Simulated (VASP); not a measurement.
# Pd (P6_3/mmc) in VASP: further runs

Runs on Pd. Level: r2SCAN. Tasks: single point.

Program: VASP 6.6.1. These are calculated values, not measurements. Logs are shortened: lines on timing, memory, paths and dates and some standing lists are left out, and cuts for length are marked.

**1. The cell of the first run**

Symmetry: P6_3/mmc, No. 194, hexagonal system. The conventional cell has a = 2.727 Å, b = 2.727 Å, c = 4.534 Å, α = 90.00°, β = 90.00°, γ = 120.00°. Pd (site symmetry -6m2) has 12 Pd at 2.73 to 2.76 Å within 3.6 Å.

**2. Single point, r2SCAN**

POSCAR

```
Pd
1.0
    2.7268396102      0.0000000000      0.0000000000
   -1.3634198051      2.3615123745      0.0000000000
    0.0000000000      0.0000000000      4.5343992815
Pd
2
Direct
    0.3333333333      0.6666666667      0.2500000000
    0.6666666667      0.3333333333      0.7500000000
```

INCAR.step1

```
PREC = Accurate
ENCUT = 520
ISMEAR = -1
SIGMA = 0.05
LREAL = False
LASPH = True
NELM = 100
NBANDS = 17
GGA = PE
ALGO = Normal
EDIFF = 1E-4
LWAVE = True
LCHARG = False
```

INCAR.step2

```
PREC = Accurate
ENCUT = 520
EDIFF = 1E-7
ISMEAR = -1
SIGMA = 0.05
LREAL = False
LASPH = True
NELM = 100
ALGO = Normal
ISIF = 2
LWAVE = False
LCHARG = True
METAGGA = R2SCAN
LMIXTAU = True
LELF = True
LVHAR = True
NBANDS = 17
ISTART = 1
```

KPOINTS

```
Automatic mesh
0
Gamma
  11 11 6
```

Potentials or basis: VASP PAW PBE potentials, release 64 (Pd).

Command:

```sh
$ cat potpaw_PBE.64/Pd/POTCAR > POTCAR
$ cp INCAR.step1 INCAR
$ mpirun -np 1 vasp_std > vasp.out
$ cp INCAR.step2 INCAR
$ mpirun -np 1 vasp_std > vasp.out
```

OUTCAR:

```text
PREC = Accurate
   ENCUT = 520
   EDIFF = 1E-7
   ISMEAR = -1
   LREAL = False
   LASPH = True
   NELM = 100
   ISIF = 2
   METAGGA = R2SCAN
   ISTART = 1

 ion  position               nearest neighbor table
   1  0.333  0.667  0.250-   2 2.76   2 2.76   2 2.76   2 2.76   2 2.76   2 2.76
   2  0.667  0.333  0.750-   1 2.76   1 2.76   1 2.76   1 2.76   1 2.76   1 2.76

  LATTYP: Found a hexagonal cell.
 ALAT       =     2.7268396102
 C/A-ratio  =     1.6628771507

  Lattice vectors:

 A1 = (   2.7268396102,   0.0000000000,   0.0000000000)
 A2 = (  -1.3634198051,   2.3615123745,   0.0000000000)
 A3 = (   0.0000000000,   0.0000000000,   4.5343992815)

Analysis of symmetry for initial positions (statically):
=====================================================================
 Subroutine PRICEL returns:
 Original cell was already a primitive cell.

 Routine SETGRP: Setting up the symmetry group for a
 hexagonal supercell.

 Subroutine GETGRP returns: Found 24 space group operations
 (whereof 12 operations were pure point group operations)
 out of a pool of 24 trial point group operations.

The static configuration has the point symmetry D_3d.
 The point group associated with its full space group is D_6h.

Analysis of symmetry for dynamics (positions and initial velocities):
=====================================================================
 Subroutine PRICEL returns:
 Original cell was already a primitive cell.

 Routine SETGRP: Setting up the symmetry group for a
 hexagonal supercell.

 Subroutine GETGRP returns: Found 24 space group operations
 (whereof 12 operations were pure point group operations)
 out of a pool of 24 trial point group operations.

The dynamic configuration has the point symmetry D_3d.
 The point group associated with its full space group is D_6h.

 Subroutine INISYM returns: Found 24 space group operations
 (whereof 12 operations are pure point group operations),
 and found     1 'primitive' translations

----------------------------------------------------------------------------------------

                                     Primitive cell

  volume of cell :      29.1991

  direct lattice vectors                    reciprocal lattice vectors
[... 74 lines left out ...]
   ions per type =               2
   NGX,Y,Z   is equivalent  to a cutoff of  12.19, 12.19, 13.20 a.u.
   NGXF,Y,Z  is equivalent  to a cutoff of  24.39, 24.39, 26.40 a.u.
 SYSTEM =  unknown system
   PREC   = accura    normal or accurate (medium, high low for compatibility)
   ISTART =      1    job   : 0-new  1-cont  2-samecut
   ICHARG =      0    charge: 1-file 2-atom 10-const
   ISPIN  =      1    spin polarized calculation?
   LNONCOLLINEAR =      F non collinear calculations
   LSORBIT =      F    spin-orbit coupling
   LASPH  =      T    aspherical Exc in radial PAW
   ENCUT  =  520.0 eV  38.22 Ry    6.18 a.u.   5.07  5.07  8.43*2*pi/ulx,y,z
   NELM   =    100;   NELMIN=  2; NELMDL=  0     # of ELM steps
   EDIFF  = 0.1E-06   stopping-criterion for ELM
   LREAL  =      F    real-space projection
   EDIFFG = 0.1E-05   stopping-criterion for IOM
   NSW    =      0    number of steps for IOM
   IBRION =     -1    ionic relax: 0-MD 1-quasi-New 2-CG
   NFREE  =      0    steps in history (QN), initial steepest desc. (CG)
   ISIF   =      2    stress and relaxation
   ISYM   =      2    0-nonsym 1-usesym 2-fastsym
   POTIM  = 0.5000    time-step for ionic-motion
   TEBEG  =    0.0;   TEEND  =   0.0 temperature during run
   PSTRESS=    0.0 pullay stress
   NELECT =      20.0000    total number of electrons
   NUPDOWN=      -1.0000    fix difference up-down
   EMIN   =  10.00;   EMAX   =-10.00  energy-range for DOS
   EFERMI =   0.00;   METHOD = LEGACY
   ISMEAR =    -1;   SIGMA  =   0.05  broadening in eV -4-tet -1-fermi 0-gaus
   EFERMI_NEDOS =   21; number of points for ismear=-14 and -15
   IALGO  =     38    algorithm
   IMIX   =      4    mixing-type and parameters
     AMIX     =   0.40;   BMIX     =  1.00
     AMIX_MAG =   1.60;   BMIX_MAG =  1.00
  volume/ion in A,a.u.               =      14.60        98.52
  Fermi-wavevector in a.u.,A,eV,Ry     =   1.443095  2.727054 28.334454  2.082524
  Thomas-Fermi vector in A             =   2.561541
   LORBIT       =      0    0 simple, 1 ext, 2 COOP (PROOUT), +10 PAW based schemes
   METAGGA = R2SCAN    functional components
   LHFCALC =     F    Hartree Fock is set to
   AEXX    =    0.0000 exact exchange contribution
   IVDW    =     0    specifies the selected vdW correction
   LEPSILON=     F    determine dielectric tensor
   LRPA    =     F    only Hartree local field effects (RPA)
 non-spin polarized calculation
  energy-cutoff  :      520.00
  volume of cell :       29.20
 maximum number of plane-waves:       801
   NGX = 11   NGY = 11   NGZ = 17

 number of electron      19.9999998 magnetization

 Free energy of the ion-electron system (eV)
  ---------------------------------------------------
  ext. energy  EPLUGINS =         0.00000000
  ---------------------------------------------------
  free energy    TOTEN  =       -45.80968572 eV

  energy without entropy =      -45.76733027  energy(sigma->0) =      -45.78850799

 E-fermi :   9.8016     XC(G=0): -14.2059

 val. band max:        9.7967466194   @ k =   0.4545   0.0000   0.0000
 cond. band min:       9.8102142381   @ k =   0.4545   0.0000   0.3333
 fundamental gap:      0.0134676187
 Fermi energy:         9.8015693915

 k-point     1 :       0.0000    0.0000    0.0000
  band No.  band energies     occupation
      1       2.5093      2.00000
      2       4.2669      2.00000
      3       6.7155      2.00000
      4       6.9060      2.00000
      5       6.9060      2.00000
      6       7.2789      2.00000
[... 457 lines left out ...]
      4       6.2597      2.00000
      5       6.7400      2.00000
      6       7.2452      2.00000
[... 9 lines left out ...]
     16      28.4167      0.00000
     17      29.7499      0.00000

 [... further k-points ...]
[... 5 lines left out ...]
  --------------------------------------------------------------------------------------
  -------------------------------------------------------------------------------------
  Total        1.0585619      1.0585619      1.2173495      0.0000000      0.0000000      0.0000000
  in kB       58.0840971     58.0840971     66.7968988      0.0000000      0.0000000      0.0000000
  external PRESSURE =      60.9883643 kB  Pullay stress =       0.0000000 kB

 VOLUME and BASIS-vectors are now :
 -----------------------------------------------------------------------------
  energy-cutoff  :      520.00
  volume of cell :       29.20
      direct lattice vectors                 reciprocal lattice vectors
     2.726839610  0.000000000  0.000000000     0.366724906  0.211728723  0.000000000
    -1.363419805  2.361512375  0.000000000     0.000000000  0.423457447  0.000000000
     0.000000000  0.000000000  4.534399281     0.000000000  0.000000000  0.220536379

 POSITION                                       TOTAL-FORCE (eV/Angst)
 -----------------------------------------------------------------------------------
     -0.00000      1.57434      1.13360         0.000000      0.000000      0.000000
      1.36342      0.78717      3.40080        -0.000000      0.000000      0.000000
 -----------------------------------------------------------------------------------
    total drift:                               -0.000000      0.000000     -0.000000

  FREE ENERGIE OF THE ION-ELECTRON SYSTEM (eV)
  ---------------------------------------------------
  free  energy   TOTEN  =       -45.8096857197 eV

  energy  without entropy=      -45.7673302656  energy(sigma->0) =      -45.78850799
```

OUTCAR.step1:

```text
PREC = Accurate
   ENCUT = 520
   ISMEAR = -1
   LREAL = False
   LASPH = True
[... 703 lines left out ...]
     -0.00000      1.57434      1.13360         0.000000     -0.000000      0.000000
      1.36342      0.78717      3.40080         0.000000      0.000000      0.000000
 -----------------------------------------------------------------------------------
    total drift:                               -0.000000      0.000000     -0.000000

  FREE ENERGIE OF THE ION-ELECTRON SYSTEM (eV)
  ---------------------------------------------------
  free  energy   TOTEN  =       -10.3326812830 eV

  energy  without entropy=      -10.2882137481  energy(sigma->0) =      -10.31044752
```

Run time: 53 s. Hardware: 1 thread of Intel Xeon 6975P-C (Granite Rapids), shared host; peak memory 0.16 GiB.

Results:

- Free energy: -45.8097 eV
- Pressure: 6.1 GPa
- Band gap on the k mesh: zero (band 10 reaches 9.95 eV, above the bottom of band 11 at 9.03 eV)

Caveat: the PAW data sets were made with another functional, which shifts forces and pressure a little.

**3. Single point, r2SCAN**

This run uses another cell than the first one, of 14.91 Å³/atom, 1.021 times its volume.

POSCAR

```
Pd
1.0
    2.7460433387      0.0000000000      0.0000000000
   -1.3730216694      2.3781432912      0.0000000000
    0.0000000000      0.0000000000      4.5663327230
Pd
2
Direct
    0.3333333333      0.6666666667      0.2500000000
    0.6666666667      0.3333333333      0.7500000000
```

INCAR.step1

```
ALGO = Normal
EDIFF = 1E-4
ENCUT = 520
GGA = PE
ISMEAR = -1
LASPH = T
LCHARG = F
LREAL = F
LWAVE = T
NBANDS = 17
NELM = 100
PREC = Accurate
SIGMA = 0.05
```

INCAR.step2

```
ALGO = Normal
EDIFF = 1E-7
ENCUT = 520
ISIF = 2
ISMEAR = -1
ISTART = 1
LASPH = T
LCHARG = T
LELF = T
LMIXTAU = T
LREAL = F
LVHAR = T
LWAVE = F
METAGGA = R2SCAN
NBANDS = 17
NELM = 100
PREC = Accurate
SIGMA = 0.05
```

KPOINTS

```
k-points
0
Gamma
  11 11 6
```

Potentials or basis: VASP PAW PBE potentials, release 64 (Pd).

Command:

```sh
$ cat potpaw_PBE.64/Pd/POTCAR > POTCAR
$ cp INCAR.step1 INCAR
$ mpirun -np 1 vasp_std > vasp.out
$ cp INCAR.step2 INCAR
$ mpirun -np 1 vasp_std > vasp.out
```

It took 53 s on 1 thread of Intel Xeon 6975P-C (Granite Rapids), shared host; peak memory 0.16 GiB.

The run converged. Its results:

| Property | Result |
| --- | --- |
| Free energy | -45.8251 eV |
| Pressure | 1.8 GPa |
| Band gap on the k mesh | zero (band 10 reaches 9.59 eV, above the bottom of band 11 at 8.70 eV) |

Stress tensor (GPa, compression positive):
```
1.54 0.00 0.00
0.00 1.54 0.00
0.00 0.00 2.39
```

Levels at points of the mesh, in eV from the Fermi level:
```csv
k point,band 6,band 7,band 8,band 9,band 10,band 11,band 12,band 13,band 14,band 15
"(0.00, 0.00, 0.00)",-2.44,-2.44,-1.75,-1.75,-0.28,-0.28,1.14,7.31,17.99,19.67
"(0.00, 0.00, 0.50)",-2.85,-2.85,-2.85,-0.75,-0.75,-0.75,-0.75,14.72,14.72,18.52
```

Caveat: the PAW data sets were made with another functional, which shifts forces and pressure a little.

**4. Single point, r2SCAN**

This run uses another cell than the first one, of 15.22 Å³/atom, 1.043 times its volume.

POSCAR

```
Pd
1.0
    2.7649821671      0.0000000000      0.0000000000
   -1.3824910836      2.3945447978      0.0000000000
    0.0000000000      0.0000000000      4.5978256680
Pd
2
Direct
    0.3333333333      0.6666666667      0.2500000000
    0.6666666667      0.3333333333      0.7500000000
```

INCAR.step1

```
SYSTEM = Pd
ALGO = Normal
EDIFF = 1E-4
ENCUT = 520
GGA = PE
ISMEAR = -1
LASPH = .TRUE.
LCHARG = .FALSE.
LREAL = .FALSE.
LWAVE = .TRUE.
NBANDS = 17
NELM = 80
PREC = Accurate
SIGMA = 0.05
```

INCAR.step2

```
SYSTEM = Pd
ALGO = Normal
EDIFF = 1E-7
ENCUT = 520
ISIF = 2
ISMEAR = -1
ISTART = 1
LASPH = .TRUE.
LCHARG = .FALSE.
LMIXTAU = .TRUE.
LREAL = .FALSE.
LWAVE = .FALSE.
METAGGA = R2SCAN
NBANDS = 17
NELM = 80
PREC = Accurate
SIGMA = 0.05
```

KPOINTS

```
k-points
0
G
  11 11 6
  0 0 0
```

Command:

```sh
$ cat potpaw_PBE.64/Pd/POTCAR > POTCAR
$ cp INCAR.step1 INCAR
$ mpirun -np 1 vasp_std > vasp.out
$ cp INCAR.step2 INCAR
$ mpirun -np 1 vasp_std > vasp.out
```

It took 49 s on 1 thread of Intel Xeon 6975P-C (Granite Rapids), shared host; peak memory 0.17 GiB.

The run converged. Its results:

| Quantity | Value |
| --- | --- |
| Free energy | -45.8250 eV |
| Pressure | -1.9 GPa |
| Band gap on the k mesh | zero (band 10 reaches 9.25 eV, above the bottom of band 11 at 8.38 eV) |

Stress tensor (GPa, compression positive):
```
-2.19  0.00  0.00
 0.00 -2.19  0.00
 0.00  0.00 -1.34
```

Levels at points of the mesh, in eV from the Fermi level:
```tsv
k point	band 7	band 8	band 9	band 10	band 11	band 12	band 13	band 14
(0.00, 0.00, 0.00)	-2.36	-1.69	-1.69	-0.27	-0.27	1.19	7.15	17.96
(0.00, 0.00, 0.50)	-2.75	-2.75	-0.73	-0.73	-0.73	-0.73	14.54	14.54
```

Caveat: the PAW data sets were made with another functional, which shifts forces and pressure a little.

**5. Single point, r2SCAN**

This run uses another cell than the first one, of 15.53 Å³/atom, 1.064 times its volume.

POSCAR

```
Pd
1.0
    2.7836650458      0.0000000000      0.0000000000
   -1.3918325229      2.4107246453      0.0000000000
    0.0000000000      0.0000000000      4.6288930000
Pd
2
Direct
    0.3333333333      0.6666666667      0.2500000000
    0.6666666667      0.3333333333      0.7500000000
```

INCAR.step1

```
SYSTEM = Pd
PREC = Accurate
ENCUT = 520
ISMEAR = -1
SIGMA = 0.05
LREAL = .FALSE.
LASPH = .TRUE.
NELM = 100
NBANDS = 17
GGA = PE
ALGO = Normal
EDIFF = 1E-4
LWAVE = .TRUE.
LCHARG = .FALSE.
```

INCAR.step2

```
SYSTEM = Pd
PREC = Accurate
ENCUT = 520
EDIFF = 1E-6
ISMEAR = -1
SIGMA = 0.05
LREAL = .FALSE.
LASPH = .TRUE.
NELM = 100
ALGO = Normal
ISIF = 2
LWAVE = .FALSE.
LCHARG = .TRUE.
METAGGA = R2SCAN
LMIXTAU = .TRUE.
LELF = .TRUE.
LVHAR = .TRUE.
NBANDS = 17
ISTART = 1
```

KPOINTS

```
regular mesh
0
G
  11 11 6
  0 0 0
```

Command:

```sh
$ cat potpaw_PBE.64/Pd/POTCAR > POTCAR
$ cp INCAR.step1 INCAR
$ mpirun -np 1 vasp_std > vasp.out
$ cp INCAR.step2 INCAR
$ mpirun -np 1 vasp_std > vasp.out
```

It took 44 s on 1 thread of Intel Xeon 6975P-C (Granite Rapids), shared host; peak memory 0.17 GiB.

It converged, with:

```yaml
Free_energy: -45.8114 eV
Pressure: -5.2 GPa
Band_gap_on_the_k_mesh: zero (band 10 reaches 8.92 eV, above the bottom of band 11 at 8.08 eV)
```

Stress tensor (GPa, compression positive):
```
-5.45  0.00  0.00
 0.00 -5.45  0.00
 0.00  0.00 -4.58
```

Levels at points of the mesh, in eV from the Fermi level:
```csv
k point,band 7,band 8,band 9,band 10,band 11,band 12,band 13,band 14
"(0.00, 0.00, 0.00)",-2.28,-1.64,-1.64,-0.27,-0.27,1.24,6.99,17.92
"(0.00, 0.00, 0.50)",-2.66,-2.66,-0.71,-0.71,-0.71,-0.71,14.36,14.36
```

Caveat: the PAW data sets were made with another functional, which shifts forces and pressure a little.

**6. Overview**

| cell | gap on the mesh (eV) | pressure (GPa) |
| --- | --- | --- |
| a = 2.727, b = 2.727, c = 4.534 Å, angles 90.0, 90.0, 120.0°, 2 atoms | none | 6.1 |
| a = 2.746, b = 2.746, c = 4.566 Å, angles 90.0, 90.0, 120.0°, 2 atoms | none | 1.8 |
| a = 2.765, b = 2.765, c = 4.598 Å, angles 90.0, 90.0, 120.0°, 2 atoms | none | -1.9 |
| a = 2.784, b = 2.784, c = 4.629 Å, angles 90.0, 90.0, 120.0°, 2 atoms | none | -5.2 |

Alike in all rows: task single point; level r2SCAN; potentials or basis VASP PAW PBE potentials, release 64 (Pd); no spin polarisation; k mesh 11 × 11 × 6; cutoff (eV) 520; smearing fermi-dirac 0.05 eV.

Caveats: the PAW data sets were made with another functional, which shifts forces and pressure a little.

Total energies depend on the potentials used, so only differences within one code and one set of settings carry meaning.
